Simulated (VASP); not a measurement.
# N2 in VASP: further runs

N2 is run at these levels: PBE; tasks: single point, relaxation of the atoms.

Everything below comes from runs of VASP 6.6.1. Logs are shortened: lines on timing, memory, paths and dates and some standing lists are left out, and cuts for length are marked.

## (1) The cell of the first run

The cell holds a molecule in a box, 2 atoms: a = 9.000 Å, b = 9.500 Å, c = 10.000 Å, α = 90.00°, β = 90.00°, γ = 90.00°.

## (2) Single point, PBE

INCAR reads:

```
SYSTEM = N
PREC = Accurate ; ENCUT = 520
EDIFF = 1E-6 ; ISMEAR = -1
SIGMA = 0.05 ; LREAL = .FALSE.
LASPH = .TRUE. ; NELM = 60
ALGO = Normal ; ISIF = 2
LWAVE = .FALSE. ; LCHARG = .TRUE.
GGA = PE ; LELF = .TRUE.
LVHAR = .TRUE. ; NBANDS = 12
```

KPOINTS reads:

```
regular mesh
0
G
  1 1 1
  0 0 0
```

POSCAR reads:

```
N
1.0
    9.0000000000      0.0000000000      0.0000000000
    0.0000000000      9.5000000000      0.0000000000
    0.0000000000      0.0000000000     10.0000000000
N
2
Direct
    0.5000000000      0.5000000000      0.4448895082
    0.5000000000      0.5000000000      0.5551104918
```

Potentials or basis: VASP PAW PBE potentials, release 64 (N).

The run is started by

```sh
cat potpaw_PBE.64/N/POTCAR > POTCAR
mpirun -np 1 vasp_gam > vasp.out
```

OUTCAR:

```text
SYSTEM = N
   PREC = Accurate
   ENCUT = 520
   EDIFF = 1E-6
   ISMEAR = -1
   LREAL = .FALSE.
   LASPH = .TRUE.
   NELM = 60
   ISIF = 2
   GGA = PE

 ion  position               nearest neighbor table
   1  0.500  0.500  0.445-   2 1.10
   2  0.500  0.500  0.555-   1 1.10

  LATTYP: Found a simple orthorhombic cell.
 ALAT       =     9.0000000000
 B/A-ratio  =     1.0555555556
 C/A-ratio  =     1.1111111111

  Lattice vectors:

 A1 = (   9.0000000000,   0.0000000000,   0.0000000000)
 A2 = (   0.0000000000,   9.5000000000,   0.0000000000)
 A3 = (   0.0000000000,   0.0000000000,  10.0000000000)

Analysis of symmetry for initial positions (statically):
=====================================================================
 Subroutine PRICEL returns:
 Original cell was already a primitive cell.

 Routine SETGRP: Setting up the symmetry group for a
 simple orthorhombic supercell.

 Subroutine GETGRP returns: Found  8 space group operations
 (whereof  8 operations were pure point group operations)
 out of a pool of  8 trial point group operations.

The static configuration has the point symmetry D_2h.

Analysis of symmetry for dynamics (positions and initial velocities):
=====================================================================
 Subroutine PRICEL returns:
 Original cell was already a primitive cell.

 Routine SETGRP: Setting up the symmetry group for a
 simple orthorhombic supercell.

 Subroutine GETGRP returns: Found  8 space group operations
 (whereof  8 operations were pure point group operations)
 out of a pool of  8 trial point group operations.

The dynamic configuration has the point symmetry D_2h.

 Subroutine INISYM returns: Found  8 space group operations
 (whereof  8 operations are pure point group operations),
 and found     1 'primitive' translations

----------------------------------------------------------------------------------------

                                     Primitive cell

  volume of cell :     855.0000

  direct lattice vectors                    reciprocal lattice vectors
     9.000000000  0.000000000  0.000000000     0.111111111  0.000000000  0.000000000
     0.000000000  9.500000000  0.000000000     0.000000000  0.105263158  0.000000000
     0.000000000  0.000000000 10.000000000     0.000000000  0.000000000  0.100000000

  length of vectors
     9.000000000  9.500000000 10.000000000     0.111111111  0.105263158  0.100000000

  position of ions in fractional coordinates (direct lattice)
     0.500000000  0.500000000  0.444889508
     0.500000000  0.500000000  0.555110492

  ion indices of the primitive-cell ions
   primitive index   ion index
                 1           1
                 2           2

----------------------------------------------------------------------------------------

 KPOINTS: regular mesh

Automatic generation of k-mesh.
 Grid dimensions read from file:
 generate k-points for:    1    1    1

 Generating k-lattice:

  Cartesian coordinates                     Fractional coordinates (reciprocal lattice)
     0.111111111  0.000000000  0.000000000     1.000000000  0.000000000  0.000000000
     0.000000000  0.105263158  0.000000000     0.000000000  1.000000000  0.000000000
     0.000000000  0.000000000  0.100000000     0.000000000  0.000000000  1.000000000

  Length of vectors
     0.111111111  0.105263158  0.100000000

  Shift w.r.t. Gamma in fractional coordinates (k-lattice)
     0.000000000  0.000000000  0.000000000

 Subroutine IBZKPT returns following result:
 ===========================================

 Found      1 irreducible k-points:

 Following reciprocal coordinates:
            Coordinates               Weight
  0.000000  0.000000  0.000000      1.000000
   k-points           NKPTS =      1   k-points in BZ     NKDIM =      1   number of bands    NBANDS=     12
   number of dos      NEDOS =    301   number of ions     NIONS =      2
   total plane-waves  NPLWV = 403200
   dimension x,y,z NGX =    70 NGY =   72 NGZ =   80
   dimension x,y,z NGXF=   140 NGYF=  144 NGZF=  160
   ions per type =               2
   NGX,Y,Z   is equivalent  to a cutoff of  12.93, 12.60, 13.30 a.u.
   NGXF,Y,Z  is equivalent  to a cutoff of  25.86, 25.20, 26.60 a.u.
 SYSTEM =  N
   PREC   = accura    normal or accurate (medium, high low for compatibility)
   ISTART =      0    job   : 0-new  1-cont  2-samecut
   ICHARG =      2    charge: 1-file 2-atom 10-const
   ISPIN  =      1    spin polarized calculation?
   LNONCOLLINEAR =      F non collinear calculations
   LSORBIT =      F    spin-orbit coupling
   LASPH  =      T    aspherical Exc in radial PAW
   ENCUT  =  520.0 eV  38.22 Ry    6.18 a.u.  16.73 17.66 18.59*2*pi/ulx,y,z
   NELM   =     60;   NELMIN=  2; NELMDL= -5     # of ELM steps
   EDIFF  = 0.1E-05   stopping-criterion for ELM
   LREAL  =      F    real-space projection
   EDIFFG = 0.1E-04   stopping-criterion for IOM
   NSW    =      0    number of steps for IOM
   IBRION =     -1    ionic relax: 0-MD 1-quasi-New 2-CG
   NFREE  =      0    steps in history (QN), initial steepest desc. (CG)
   ISIF   =      2    stress and relaxation
   ISYM   =      2    0-nonsym 1-usesym 2-fastsym
   POTIM  = 0.5000    time-step for ionic-motion
   TEBEG  =    0.0;   TEEND  =   0.0 temperature during run
   PSTRESS=    0.0 pullay stress
   NELECT =      10.0000    total number of electrons
   NUPDOWN=      -1.0000    fix difference up-down
   EMIN   =  10.00;   EMAX   =-10.00  energy-range for DOS
   EFERMI =   0.00;   METHOD = LEGACY
   ISMEAR =    -1;   SIGMA  =   0.05  broadening in eV -4-tet -1-fermi 0-gaus
   EFERMI_NEDOS =   21; number of points for ismear=-14 and -15
   IALGO  =     38    algorithm
   IMIX   =      4    mixing-type and parameters
     AMIX     =   0.40;   BMIX     =  1.00
     AMIX_MAG =   1.60;   BMIX_MAG =  1.00
  volume/ion in A,a.u.               =     427.50      2884.91
  Fermi-wavevector in a.u.,A,eV,Ry     =   0.371609  0.702239  1.878872  0.138093
  Thomas-Fermi vector in A             =   1.299861
   LORBIT       =      0    0 simple, 1 ext, 2 COOP (PROOUT), +10 PAW based schemes
   GGA     = PE    functional components
   LHFCALC =     F    Hartree Fock is set to
   AEXX    =    0.0000 exact exchange contribution
   IVDW    =     0    specifies the selected vdW correction
   LEPSILON=     F    determine dielectric tensor
   LRPA    =     F    only Hartree local field effects (RPA)
 non-spin polarized calculation
  energy-cutoff  :      520.00
  volume of cell :      855.00
 maximum number of plane-waves:     11510
 NGX is ok and might be reduce to    70
   NGX = 33   NGY = 35   NGZ = 37

 number of electron      10.0000000 magnetization

 Free energy of the ion-electron system (eV)
  ---------------------------------------------------
  ext. energy  EPLUGINS =         0.00000000
  ---------------------------------------------------
  free energy    TOTEN  =       -16.64245707 eV

  energy without entropy =      -16.64245707  energy(sigma->0) =      -16.64245707

 E-fermi :  -8.7526     XC(G=0):  -0.6933

 val. band max:      -10.0416251364   @ k =   0.0000   0.0000   0.0000
 cond. band min:      -1.8427055800   @ k =   0.0000   0.0000   0.0000
 fundamental gap:      8.1989195564
 Fermi energy:        -8.7526342983

 k-point     1 :       0.0000    0.0000    0.0000
  band No.  band energies     occupation
      1     -28.1955      2.00000
      2     -13.3085      2.00000
      3     -11.4635      2.00000
      4     -11.4634      2.00000
      5     -10.0416      2.00000
      6      -1.8427      0.00000
      7      -1.8422      0.00000
      8      -0.2013      0.00000
      9       1.1854      0.00000
     10       1.2588      0.00000
     11       1.2843      0.00000
     12       1.5336      0.00000

------------------------ aborting loop because EDIFF is reached ----------------------------------------

  FORCE on cell =-STRESS in cart. coord.  units (eV):
  Direction    XX          YY          ZZ          XY          YZ          ZX
  --------------------------------------------------------------------------------------
  -------------------------------------------------------------------------------------
  Total       -0.0568215     -0.0550923      1.8198636     -0.0000000      0.0000000      0.0000000
  in kB       -0.1064773     -0.1032370      3.4102271     -0.0000000      0.0000000      0.0000000
  external PRESSURE =       1.0668376 kB  Pullay stress =       0.0000000 kB

 VOLUME and BASIS-vectors are now :
 -----------------------------------------------------------------------------
  energy-cutoff  :      520.00
  volume of cell :      855.00
      direct lattice vectors                 reciprocal lattice vectors
     9.000000000  0.000000000  0.000000000     0.111111111  0.000000000  0.000000000
     0.000000000  9.500000000  0.000000000     0.000000000  0.105263158  0.000000000
     0.000000000  0.000000000 10.000000000     0.000000000  0.000000000  0.100000000

 POSITION                                       TOTAL-FORCE (eV/Angst)
 -----------------------------------------------------------------------------------
      4.50000      4.75000      4.44890         0.000000      0.000000     -1.730689
      4.50000      4.75000      5.55110         0.000000      0.000000      1.730689
 -----------------------------------------------------------------------------------
    total drift:                                0.000000      0.000000      0.000000

  FREE ENERGIE OF THE ION-ELECTRON SYSTEM (eV)
  ---------------------------------------------------
  free  energy   TOTEN  =       -16.6424570661 eV

  energy  without entropy=      -16.6424570661  energy(sigma->0) =      -16.64245707
```

Wall time 56 s (1 thread of Intel Xeon Platinum 8124M at 3.00GHz (Skylake/Cascade Lake), shared host); peak memory 0.73 GiB.

Results:

```
Free energy                     : -16.6425 eV
Largest force                   : 1.731 eV/Å
Gap between the frontier levels : 8.20 eV
```

Forces on the atoms (eV/Å):
```
N    0.000  0.000 -1.731
N    0.000  0.000  1.731
```

Caveat: the standard files for N, O and F lose accuracy on very short bonds.

## (3) Relaxation of the atoms, PBE

INCAR reads:

```
SYSTEM = N
ALGO = Normal
EDIFF = 1E-6
EDIFFG = -0.01
ENCUT = 520
GGA = PE
IBRION = 2
ISIF = 2
ISMEAR = -1
LASPH = .True.
LCHARG = .False.
LREAL = .False.
LWAVE = .False.
NELM = 80
NSW = 80
PREC = Accurate
SIGMA = 0.05
```

KPOINTS reads:

```
k-points
0
Gamma
  1 1 1
  0 0 0
```

POSCAR reads:

```
N
1.0
    9.0000000000      0.0000000000      0.0000000000
    0.0000000000      9.5000000000      0.0000000000
    0.0000000000      0.0000000000     10.0000000000
N
2
Direct
    0.5000000000      0.5000000000      0.4445000000
    0.5000000000      0.5000000000      0.5555000000
```

Potentials or basis: VASP PAW PBE potentials, release 64 (N).

The run is started by

```sh
cat potpaw_PBE.64/N/POTCAR > POTCAR
mpirun -np 1 vasp_gam > vasp.out
```

OUTCAR:

```text
SYSTEM = N
   EDIFF = 1E-6
   EDIFFG = -0.01
   ENCUT = 520
   GGA = PE
   IBRION = 2
   ISIF = 2
   ISMEAR = -1
   LASPH = .True.
   LREAL = .False.
   NELM = 80
   NSW = 80
   PREC = Accurate

 ion  position               nearest neighbor table
   1  0.500  0.500  0.444-   2 1.11
   2  0.500  0.500  0.556-   1 1.11

  LATTYP: Found a simple orthorhombic cell.
 ALAT       =     9.0000000000
 B/A-ratio  =     1.0555555556
 C/A-ratio  =     1.1111111111

  Lattice vectors:

 A1 = (   9.0000000000,   0.0000000000,   0.0000000000)
 A2 = (   0.0000000000,   9.5000000000,   0.0000000000)
 A3 = (   0.0000000000,   0.0000000000,  10.0000000000)

Analysis of symmetry for initial positions (statically):
=====================================================================
 Subroutine PRICEL returns:
 Original cell was already a primitive cell.

 Routine SETGRP: Setting up the symmetry group for a
 simple orthorhombic supercell.

 Subroutine GETGRP returns: Found  8 space group operations
 (whereof  8 operations were pure point group operations)
 out of a pool of  8 trial point group operations.

The static configuration has the point symmetry D_2h.

Analysis of symmetry for dynamics (positions and initial velocities):
=====================================================================
 Subroutine PRICEL returns:
 Original cell was already a primitive cell.

 Routine SETGRP: Setting up the symmetry group for a
 simple orthorhombic supercell.

 Subroutine GETGRP returns: Found  8 space group operations
 (whereof  8 operations were pure point group operations)
 out of a pool of  8 trial point group operations.

The dynamic configuration has the point symmetry D_2h.

 Subroutine INISYM returns: Found  8 space group operations
 (whereof  8 operations are pure point group operations),
[... 78 lines left out ...]
   ISIF   =      2    stress and relaxation
   ISYM   =      2    0-nonsym 1-usesym 2-fastsym
   POTIM  = 0.5000    time-step for ionic-motion
   TEBEG  =    0.0;   TEEND  =   0.0 temperature during run
   PSTRESS=    0.0 pullay stress
   NELECT =      10.0000    total number of electrons
   NUPDOWN=      -1.0000    fix difference up-down
   EMIN   =  10.00;   EMAX   =-10.00  energy-range for DOS
   EFERMI =   0.00;   METHOD = LEGACY
   ISMEAR =    -1;   SIGMA  =   0.05  broadening in eV -4-tet -1-fermi 0-gaus
   EFERMI_NEDOS =   21; number of points for ismear=-14 and -15
   IALGO  =     38    algorithm
   IMIX   =      4    mixing-type and parameters
     AMIX     =   0.40;   BMIX     =  1.00
     AMIX_MAG =   1.60;   BMIX_MAG =  1.00
  volume/ion in A,a.u.               =     427.50      2884.91
  Fermi-wavevector in a.u.,A,eV,Ry     =   0.371609  0.702239  1.878872  0.138093
  Thomas-Fermi vector in A             =   1.299861
   LORBIT       =      0    0 simple, 1 ext, 2 COOP (PROOUT), +10 PAW based schemes
   GGA     = PE    functional components
   LHFCALC =     F    Hartree Fock is set to
   AEXX    =    0.0000 exact exchange contribution
   IVDW    =     0    specifies the selected vdW correction
   LEPSILON=     F    determine dielectric tensor
   LRPA    =     F    only Hartree local field effects (RPA)
 conjugate gradient relaxation of ions
 non-spin polarized calculation
  energy-cutoff  :      520.00
  volume of cell :      855.00
 maximum number of plane-waves:     11510
 NGX is ok and might be reduce to    70
   NGX = 33   NGY = 35   NGZ = 37

--------------------------------------- Ionic step        1  -------------------------------------------

 number of electron      10.0000001 magnetization

 Free energy of the ion-electron system (eV)
  ---------------------------------------------------
  ext. energy  EPLUGINS =         0.00000000
  ---------------------------------------------------
  free energy    TOTEN  =       -16.65105203 eV

  energy without entropy =      -16.65105203  energy(sigma->0) =      -16.65105203

------------------------ aborting loop because EDIFF is reached ----------------------------------------

  FORCE on cell =-STRESS in cart. coord.  units (eV):
  Direction    XX          YY          ZZ          XY          YZ          ZX
  --------------------------------------------------------------------------------------
  -------------------------------------------------------------------------------------
  Total       -0.0531655     -0.0515134      0.4608340      0.0000000      0.0000000      0.0000000
  in kB       -0.0996263     -0.0965306      0.8635531      0.0000000      0.0000000      0.0000000
  external PRESSURE =       0.2224654 kB  Pullay stress =       0.0000000 kB
[... 59 lines left out ...]
--------------------------------------- Ionic step        3  -------------------------------------------

 number of electron      10.0000001 magnetization

 Free energy of the ion-electron system (eV)
  ---------------------------------------------------
  ext. energy  EPLUGINS =         0.00000000
  ---------------------------------------------------
  free energy    TOTEN  =       -16.65182814 eV

  energy without entropy =      -16.65182814  energy(sigma->0) =      -16.65182814

 E-fermi :  -8.8154     XC(G=0):  -0.6949

 val. band max:      -10.0352748892   @ k =   0.0000   0.0000   0.0000
 cond. band min:      -1.9697635119   @ k =   0.0000   0.0000   0.0000
 fundamental gap:      8.0655113773
 Fermi energy:        -8.8154043058

 k-point     1 :       0.0000    0.0000    0.0000
  band No.  band energies     occupation
      1     -28.0219      2.00000
      2     -13.3877      2.00000
      3     -11.3731      2.00000
      4     -11.3731      2.00000
      5     -10.0353      2.00000
      6      -1.9698      0.00000
      7      -1.9694      0.00000
      8      -0.2006      0.00000
      9       1.1819      0.00000
[... 27 lines left out ...]
  FREE ENERGIE OF THE ION-ELECTRON SYSTEM (eV)
  ---------------------------------------------------
  free  energy   TOTEN  =       -16.6518281412 eV

  energy  without entropy=      -16.6518281411  energy(sigma->0) =      -16.65182814

 reached required accuracy - stopping structural energy minimisation
```

OSZICAR:

```text
N       E                     dE             d eps       ncg     rms          rms(c)
DAV:   1     0.113766087261E+03    0.11377E+03   -0.22158E+03    18   0.587E+02
DAV:   2     0.247528430623E+02   -0.89013E+02   -0.88686E+02    35   0.925E+01
DAV:   3    -0.145407517705E+02   -0.39294E+02   -0.39231E+02    19   0.103E+02
[... 39 lines left out ...]
DAV:   9    -0.166518127894E+02   -0.23348E-04   -0.11884E-06    18   0.622E-03    0.801E-04
DAV:  10    -0.166518205380E+02   -0.77487E-05   -0.22803E-07    18   0.243E-03    0.265E-04
DAV:  11    -0.166518260327E+02   -0.54947E-05   -0.21547E-07    18   0.197E-03    0.331E-04
DAV:  12    -0.166518277951E+02   -0.17624E-05   -0.57699E-08    18   0.105E-03    0.397E-05
DAV:  13    -0.166518281412E+02   -0.34606E-06   -0.77156E-09    18   0.413E-04
   3 F= -.16651828E+02 E0= -.16651828E+02  d E =-.776114E-03
```

Run time: 1.9 min. Hardware: 1 thread of Intel Xeon Platinum 8124M at 3.00GHz (Skylake/Cascade Lake), shared host; peak memory 0.78 GiB.

What came out:

| Quantity | Value |
| --- | --- |
| Free energy | -16.6518 eV |
| Energy gained by relaxing | 0.4 meV/atom |
| Ionic steps | 3 |
| Gap between the frontier levels | 8.07 eV |

Forces in eV/Å, atoms in the order of the input:
```
N    0.000  0.000  0.003
N    0.000  0.000 -0.003
```

The path:
```csv
step,energy change (eV),largest force (eV/Å),pressure (GPa)
1,0.0000,0.4880,0.02
2,0.1293,5.5972,-0.41
3,-0.0008,0.0030,-0.01
```

Final structure:
```
CELL_PARAMETERS angstrom
9.00000 0.00000 0.00000
0.00000 9.50000 0.00000
0.00000 0.00000 10.00000
ATOMIC_POSITIONS crystal
N 0.50000 0.50000 0.44434
N 0.50000 0.50000 0.55566
```

Caveat: the standard files for N, O and F lose accuracy on very short bonds.
